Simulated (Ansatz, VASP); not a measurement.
AlN: VASP beside Ansatz

```
CELL_PARAMETERS angstrom
3.32495 0.00000 0.00000
-1.66247 2.87949 0.00000
0.00000 0.00000 4.17792
ATOMIC_POSITIONS crystal
Al 0.33333 0.66667 0.25000
Al 0.66667 0.33333 0.75000
N 0.66667 0.33333 0.25000
N 0.33333 0.66667 0.75000
```

Alike in both runs: task single point; functional r2SCAN; k mesh 9 × 9 × 6; no spin polarisation.

|  | VASP | Ansatz |
| --- | --- | --- |
| version | VASP 6.6.1 | Ansatz 0.2.0 |
| potentials or method | VASP PAW PBE potentials, release 64 (Al, N) | plane waves, PAW |
| plane-wave cutoff (eV) | 520 | 500 |
| occupations | gaussian, width 0.01 eV | fixed |
| valence electrons in the cell | 16 | 16 |

Ansatz gave:

- gap on the k mesh at the Fermi level (eV): 3.80
- pressure (GPa): -6.3
- traceless stress, the component that is largest in VASP (GPa): 0.72

Task: Which values does VASP return?

Result: gap on the k mesh at the Fermi level (eV): 3.83; pressure (GPa): -6.9; traceless stress, the component that is largest in VASP (GPa): 0.51.

VASP's potentials were made for PBE, not for r2SCAN.
